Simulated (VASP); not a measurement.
# HfTi2Ge3 (P6/mmm) in VASP: further runs, part 2 of 2

VASP 6.6.1. The steps go on from the part before.

### Step 3. Single point, PBE

This run uses another cell than the first one, of 32.17 Å³/atom, 1.020 times its volume.

INCAR reads:

```
PREC     = Accurate       # precision mode
ENCUT    = 500            # plane-wave cutoff, eV
EDIFF    = 1E-6           # SCF threshold, eV
ISMEAR   = 0              # smearing method
SIGMA    = 0.2            # smearing width, eV
LREAL    = F              # projectors in reciprocal space
LASPH    = T              # aspherical terms in the spheres
NELM     = 120            # most SCF steps
ALGO     = Normal         # electronic algorithm
ISIF     = 2              # what is computed and relaxed
LWAVE    = F              # write WAVECAR
LCHARG   = F              # write CHGCAR
GGA      = PE             # functional
NBANDS   = 47             # bands
GGA_COMPAT= F
```

KPOINTS reads:

```
regular mesh
0
Gamma
  5 5 2
```

POSCAR reads:

```
HfTi2Ge3
1.0
    4.7899715100      0.0000000035      0.0000000000
   -2.3949857580      4.1482370093      0.0000000000
    0.0000000000      0.0000000000      9.7143707269
Hf Ti Ge
1 2 3
Direct
    0.0000000000      0.0000000000      0.5000000000
    0.0000000000      0.0000000000      0.7475218880
    0.0000000000      0.0000000000      0.2524781120
    0.3333333333      0.6666666667      0.5000000000
    0.6666666667      0.3333333333      0.5000000000
    0.0000000000      0.0000000000      0.0000000000
```

Potentials or basis: VASP PAW PBE potentials, release 64 (Hf_pv, Ti_sv, Ge_d).

On the command line:

```sh
> cat potpaw_PBE.64/Hf_pv/POTCAR potpaw_PBE.64/Ti_sv/POTCAR potpaw_PBE.64/Ge_d/POTCAR > POTCAR
> mpirun -np 1 vasp_std > vasp.out
```

OUTCAR:

```text
PREC = Accurate
   ENCUT = 500
   EDIFF = 1E-6
   ISMEAR = 0
   LREAL = F
   LASPH = T
   NELM = 120
   ISIF = 2
   GGA = PE

 ion  position               nearest neighbor table
   1  0.000  0.000  0.500-   2 2.40   3 2.40   4 2.77   5 2.77   4 2.77   5 2.77   5 2.77   4 2.77

   2  0.000  0.000  0.748-   1 2.40   6 2.45
   3  0.000  0.000  0.252-   1 2.40   6 2.45
   4  0.333  0.667  0.500-   1 2.77   5 2.77   5 2.77   1 2.77   1 2.77   5 2.77
   5  0.667  0.333  0.500-   1 2.77   4 2.77   4 2.77   1 2.77   1 2.77   4 2.77
   6  0.000  0.000  0.000-   2 2.45   3 2.45

  LATTYP: Found a hexagonal cell.
 ALAT       =     4.7899715100
 C/A-ratio  =     2.0280644064

  Lattice vectors:

 A1 = (   4.7899715100,   0.0000000035,   0.0000000000)
 A2 = (  -2.3949857580,   4.1482370093,   0.0000000000)
 A3 = (   0.0000000000,   0.0000000000,   9.7143707269)

Analysis of symmetry for initial positions (statically):
=====================================================================
 Subroutine PRICEL returns:
 Original cell was already a primitive cell.

 Routine SETGRP: Setting up the symmetry group for a
 hexagonal supercell.

 Subroutine GETGRP returns: Found 24 space group operations
 (whereof 24 operations were pure point group operations)
 out of a pool of 24 trial point group operations.

The static configuration has the point symmetry D_6h.

Analysis of symmetry for dynamics (positions and initial velocities):
=====================================================================
 Subroutine PRICEL returns:
 Original cell was already a primitive cell.

 Routine SETGRP: Setting up the symmetry group for a
 hexagonal supercell.

 Subroutine GETGRP returns: Found 24 space group operations
 (whereof 24 operations were pure point group operations)
 out of a pool of 24 trial point group operations.

[... 112 lines left out ...]
     AMIX     =   0.40;   BMIX     =  1.00
     AMIX_MAG =   1.60;   BMIX_MAG =  1.00
  volume/ion in A,a.u.               =      32.17       217.10
  Fermi-wavevector in a.u.,A,eV,Ry     =   1.199892  2.267468 19.588876  1.439742
  Thomas-Fermi vector in A             =   2.335743
   LORBIT       =      0    0 simple, 1 ext, 2 COOP (PROOUT), +10 PAW based schemes
   GGA     = PE    functional components
   LHFCALC =     F    Hartree Fock is set to
   AEXX    =    0.0000 exact exchange contribution
   IVDW    =     0    specifies the selected vdW correction
   LEPSILON=     F    determine dielectric tensor
   LRPA    =     F    only Hartree local field effects (RPA)
 non-spin polarized calculation
 Gauss-broadening in eV      SIGMA  =   0.20
  energy-cutoff  :      500.00
  volume of cell :      193.02
 maximum number of plane-waves:      4932
 NGX is ok and might be reduce to    36
   NGX = 17   NGY = 17   NGZ = 35

 number of electron      76.0000007 magnetization

 Free energy of the ion-electron system (eV)
  ---------------------------------------------------
  ext. energy  EPLUGINS =         0.00000000
  ---------------------------------------------------
  free energy    TOTEN  =       -31.61587811 eV

  energy without entropy =      -31.45700978  energy(sigma->0) =      -31.53644395

 E-fermi :   2.4918     XC(G=0):  -8.3834

 val. band max:        2.4718816325   @ k =   0.2000   0.2000   0.0000
 cond. band min:       2.5152195070   @ k =   0.2000   0.2000   0.0000
 fundamental gap:      0.0433378745
 Fermi energy:         2.4918301810

 k-point     1 :       0.0000    0.0000    0.0000
  band No.  band energies     occupation
      1     -54.8539      2.00000
      2     -54.8515      2.00000
      3     -31.3198      2.00000
      4     -31.3198      2.00000
      5     -31.3173      2.00000
      6     -31.3173      2.00000
[... 489 lines left out ...]
     46       4.0588      0.00000
     47       4.3152      0.00000

------------------------ aborting loop because EDIFF is reached ----------------------------------------

  FORCE on cell =-STRESS in cart. coord.  units (eV):
  Direction    XX          YY          ZZ          XY          YZ          ZX
  --------------------------------------------------------------------------------------
  -------------------------------------------------------------------------------------
  Total        0.0813699      0.0813699      0.4506054      0.0000000      0.0000000     -0.0000000
  in kB        0.6754031      0.6754031      3.7402083      0.0000000      0.0000000     -0.0000000
  external PRESSURE =       1.6970048 kB  Pullay stress =       0.0000000 kB

 VOLUME and BASIS-vectors are now :
 -----------------------------------------------------------------------------
  energy-cutoff  :      500.00
  volume of cell :      193.02
      direct lattice vectors                 reciprocal lattice vectors
     4.789971510  0.000000003  0.000000000     0.208769509  0.120533132  0.000000000
    -2.394985758  4.148237009  0.000000000    -0.000000000  0.241066264  0.000000000
     0.000000000  0.000000000  9.714370727     0.000000000  0.000000000  0.102940276

 POSITION                                       TOTAL-FORCE (eV/Angst)
 -----------------------------------------------------------------------------------
      0.00000      0.00000      4.85719         0.000000      0.000000      0.000000
      0.00000      0.00000      7.26170        -0.000000     -0.000000      0.021485
      0.00000      0.00000      2.45267         0.000000      0.000000     -0.021485
     -0.00000      2.76549      4.85719         0.000000      0.000000     -0.000000
      2.39499      1.38275      4.85719        -0.000000     -0.000000      0.000000
      0.00000      0.00000      0.00000         0.000000      0.000000      0.000000
 -----------------------------------------------------------------------------------
    total drift:                                0.000000      0.000000     -0.000000

  FREE ENERGIE OF THE ION-ELECTRON SYSTEM (eV)
  ---------------------------------------------------
  free  energy   TOTEN  =       -31.6158781128 eV

  energy  without entropy=      -31.4570097777  energy(sigma->0) =      -31.53644395
```

OSZICAR:

```text
N       E                     dE             d eps       ncg     rms          rms(c)
DAV:   1     0.917172097942E+03    0.91717E+03   -0.37810E+04  1122   0.299E+03
DAV:   2     0.129755697298E+03   -0.78742E+03   -0.76958E+03   940   0.884E+02
[... 21 lines left out ...]
DAV:  24    -0.316160142693E+02    0.43671E-03   -0.12543E-03  1277   0.195E-01    0.527E-01
DAV:  25    -0.316162325400E+02   -0.21827E-03   -0.48221E-04  1053   0.142E-01    0.306E-01
DAV:  26    -0.316159855834E+02    0.24696E-03   -0.31074E-04  1540   0.904E-02    0.181E-01
DAV:  27    -0.316159033330E+02    0.82250E-04   -0.13698E-04  1385   0.515E-02    0.102E-01
DAV:  28    -0.316158880921E+02    0.15241E-04   -0.26653E-05  1387   0.230E-02    0.641E-02
DAV:  29    -0.316158779339E+02    0.10158E-04   -0.54786E-05  1162   0.335E-02    0.322E-02
DAV:  30    -0.316158781128E+02   -0.17895E-06   -0.58658E-06  1167   0.111E-02
   1 F= -.31615878E+02 E0= -.31536444E+02  d E =-.158868E+00
```

It took 1.7 min on 1 thread of Intel Xeon 6975P-C (Granite Rapids), shared host; peak memory 0.32 GiB.

Results:

| Item | Value |
| --- | --- |
| Free energy | -31.6159 eV |
| Pressure | 0.2 GPa |
| Largest force | 0.021 eV/Å |
| Band gap on the k mesh | zero (band 38 reaches 2.87 eV, above the bottom of band 39 at 2.10 eV) |

Forces on the atoms (eV/Å):
```
Hf   0.000  0.000  0.000
Ti   0.000  0.000  0.021
Ti   0.000  0.000 -0.021
Ge   0.000  0.000  0.000
Ge   0.000  0.000  0.000
Ge   0.000  0.000  0.000
```

Levels at points of the mesh, in eV from the Fermi level:
```
           k point  band 34  band 35  band 36  band 37  band 38  band 39  band 40  band 41  band 42  band 43
(0.00, 0.00, 0.00)    -0.93    -0.83    -0.83    -0.51    -0.39    -0.39     0.35     0.35     0.58     0.58
(0.00, 0.00, 0.50)    -1.02    -1.02    -0.46     0.05     0.05     0.33     0.33     0.60     0.60     0.71
```

Caveat: spin-orbit coupling is left out, which moves the levels of the heavy elements.
